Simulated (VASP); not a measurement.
A run of VASP 6.6.1 is set up as follows.

The input POSCAR:

```
KF
1.0
    0.0000000000      2.9354012355      2.9354012355
    2.9354012355      0.0000000000      2.9354012355
    2.9354012355      2.9354012355      0.0000000000
K F
1 1
Direct
    0.0000000000      0.0000000000      0.0000000000
    0.2500000000      0.2500000000      0.2500000000
```

The input INCAR.step1:

```
  PREC = Accurate
  ENCUT = 520
  ISMEAR = 0
  SIGMA = 0.01
  LREAL = False
  LASPH = True
  NELM = 60
  NBANDS = 15
  GGA = PE
  ALGO = Normal
  EDIFF = 1E-4
  LWAVE = True
  LCHARG = False
```

Contents of INCAR.step2:

```
  PREC = Accurate
  ENCUT = 520
  EDIFF = 1E-6
  ISMEAR = 0
  SIGMA = 0.01
  LREAL = False
  LASPH = True
  NELM = 60
  ALGO = Normal
  ISIF = 2
  LWAVE = False
  LCHARG = False
  METAGGA = R2SCAN
  LMIXTAU = True
  NBANDS = 15
  ISTART = 1
```

Contents of KPOINTS:

```
regular mesh
0
Gamma
  8 8 8
```

Potentials or basis: VASP PAW PBE potentials, release 64 (K_sv, F).

Command:

```console
$ cat potpaw_PBE.64/K_sv/POTCAR potpaw_PBE.64/F/POTCAR > POTCAR
$ cp INCAR.step1 INCAR
$ mpirun -np 1 vasp_std > vasp.out
$ cp INCAR.step2 INCAR
$ mpirun -np 1 vasp_std > vasp.out
```

**Question.** Estimate the pressure.

**Answer.** 0.0 GPa.

**Question.** What does it give for the band gap on the k mesh?

**Answer.** 5.74 eV (least direct gap 5.95 eV).

Caveat: the structure was generated, so it needn't be the stable form of KF; the PAW data sets were made with another functional, which shifts forces and pressure a little. A k mesh can miss the band edges.
